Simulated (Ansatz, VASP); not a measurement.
As: VASP beside Ansatz

Contents of INCAR:

```
SYSTEM = As
  PREC = Accurate
  ENCUT = 520
  EDIFF = 1E-6
  ISMEAR = -1
  SIGMA = 0.08
  LREAL = .False.
  LASPH = .True.
  NELM = 80
  ALGO = Normal
  ISIF = 2
  LWAVE = .False.
  LCHARG = .False.
  GGA = PS
  NBANDS = 12
```

File KPOINTS:

```
regular mesh
0
Gamma
  11 11 11
  0 0 0
```

The input POSCAR:

```
As
1.0
    0.0000000000      2.5313599391      2.5313599391
    2.5313599391      0.0000000000      2.5313599391
    2.5313599391      2.5313599391      0.0000000000
As
2
Direct
   -0.1250000000     -0.1250000000     -0.1250000000
    0.1250000000      0.1250000000      0.1250000000
```

Input for Ansatz:

```yaml
crystal:
  lattice:
    - [0.0, 2.5313599391, 2.5313599391]
    - [2.5313599391, 0.0, 2.5313599391]
    - [2.5313599391, 2.5313599391, 0.0]
  atoms:
    - { symbol: As, position: [-0.125, -0.125, -0.125] }
    - { symbol: As, position: [0.125, 0.125, 0.125] }
kpoints:
  mp_grid: { grid: [11, 11, 11] }
scf:
  occupations: { method: fermi_dirac, width: 0.08 }
hamiltonian:
  xc: pbesol
  pseudopotentials: { kind: paw }
output:
  forces: true
  stress: true
  eigenvalues: true
  populations: true
```

Change from the starting cell: volume scaled by 0.6, PAW files.

Alike in both runs: task single point; functional PBEsol; k mesh 11 × 11 × 11; occupations fermi-dirac, width 0.08 eV; no spin polarisation.

```csv
,VASP,Ansatz
version,VASP 6.6.1,Ansatz 0.2.0
potentials or method,"VASP PAW PBE potentials, release 64 (As)","PAW with Ansatz's default frozen-core files, scalar-relativistic"
plane-wave cutoff (eV),520,420
valence electrons in the cell,10,30
```

```csv
,VASP,Ansatz,Ansatz less VASP
pressure (GPa),72.1,69.7,-2.46
```

VASP's potentials were made for PBE, not for PBEsol. Both programs put the cell under a high pressure, so it lies far from rest at this level. The functional is the same, so the differences come from potentials, cutoffs and numerics. VASP's potentials hold 10 valence electrons a cell and Ansatz's 30, so a difference there can come from the potentials and not from the codes.

Noted on VASP's run: the cell as given lies far from equilibrium.
